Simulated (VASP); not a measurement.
Here is a VASP 6.6.1 calculation.

Contents of INCAR:

```
PREC = Accurate
ENCUT = 520
EDIFF = 1E-7
ISMEAR = 0
SIGMA = 0.1
LREAL = False
LASPH = True
NELM = 80
ALGO = Normal
ISIF = 2
LWAVE = False
LCHARG = False
GGA = PE
NBANDS = 26
```

Contents of KPOINTS:

```
regular mesh
0
Gamma
  4 4 4
```

POSCAR

```
ZnS
1.0
    3.9975672600      0.0000000000      0.0000000000
    0.0000000000      3.9975672600      0.0000000000
    0.0000000000      0.0000000000      5.6534138400
Zn S
2 2
Direct
    0.5000000000      0.5000000000      0.2500000000
    0.5000000000      0.5000000000      0.7500000000
    0.0000000000      0.5000000000      0.0000000000
    0.5000000000      0.0000000000      0.5000000000
```

Potentials or basis: VASP PAW PBE potentials, release 64 (Zn, S).

The run is started by

```bash
$ cat potpaw_PBE.64/Zn/POTCAR potpaw_PBE.64/S/POTCAR > POTCAR
$ mpirun -np 1 vasp_std > vasp.out
```

Q: Estimate the pressure.

A: -4.2 GPa.

Q: Predict the band gap on the k mesh.

A: Zero (filled and empty bands touch).

Stress tensor (GPa, compression positive):
```
-6.61  0.00  0.00
 0.00 -6.61  0.00
 0.00  0.00  0.56
```

Caveat: the k points lie up to 0.39 Å⁻¹ apart; the cell differs from its parent crystal (atoms taken out); semilocal functionals underestimate gaps, and a narrow one can read as zero.
